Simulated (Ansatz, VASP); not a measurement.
One calculation of GaGe, two programs

```
Ge Ga
1.0
     0.00000    2.89784    2.89784
     2.89784    0.00000    2.89784
     2.89784    2.89784    0.00000
Ge Ga
1 1
Direct
  0.00000 0.00000 0.00000
  0.25000 0.25000 0.25000
```

Alike in both runs: task single point; functional PBE; k mesh 8 × 8 × 8; occupations gaussian, width 0.015 eV; no spin polarisation.

|  | VASP | Ansatz |
| --- | --- | --- |
| version | VASP 6.6.1 | Ansatz 0.2.0 |
| potentials or method | VASP PAW PBE potentials, release 64 (Ge_d, Ga_d) | Ansatz PAW |
| plane-wave cutoff (eV) | 520 | 420 |
| valence electrons in the cell | 27 | 27 |

|  | VASP | Ansatz | Ansatz less VASP |
| --- | --- | --- | --- |
| gap on the k mesh at the Fermi level (eV) | none | none | - |
| pressure (GPa) | 0.3 | 0.2 | -0.05 |

A gap of «none» marks a metal or a gap that the smearing closes.
